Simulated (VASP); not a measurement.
A run of VASP 6.6.1:

INCAR

```
SYSTEM = TaN
PREC = Accurate
ENCUT = 520
EDIFF = 1E-8
ISMEAR = -1
SIGMA = 0.05
LREAL = .FALSE.
LASPH = .TRUE.
NELM = 150
ALGO = Normal
ISIF = 2
LWAVE = .FALSE.
LCHARG = .FALSE.
ISPIN = 2
MAGMOM = 2 0
LORBIT = 11
LMAXMIX = 4
GGA = PE
LEFG = .TRUE.
NBANDS = 19
```

File KPOINTS:

```
Automatic mesh
0
G
  18 18 16
  0 0 0
```

Contents of POSCAR:

```
TaN
1.0
    2.9379988584      0.0000000000      0.0000000000
   -1.4689994292      2.5443816477      0.0000000000
    0.0000000000      0.0000000000      2.8830000000
Ta N
1 1
Direct
    0.3333333333      0.6666666667      0.5000000000
    0.0000000000      0.0000000000      0.0000000000
```

Potentials or basis: VASP PAW PBE potentials, release 64 (Ta_pv, N).

Command:

```sh
$ cat potpaw_PBE.64/Ta_pv/POTCAR potpaw_PBE.64/N/POTCAR > POTCAR
$ mpirun -np 1 vasp_std > vasp.out
```

Hardware: 1 thread of Intel Xeon 8259CL, on a shared host.

Task: How long does it take, and how much memory?

Result: It took 3.7 min on 1 thread of Intel Xeon 8259CL (shared host), peak memory 0.32 GiB. Counts: scf iterations 18, k points 333.
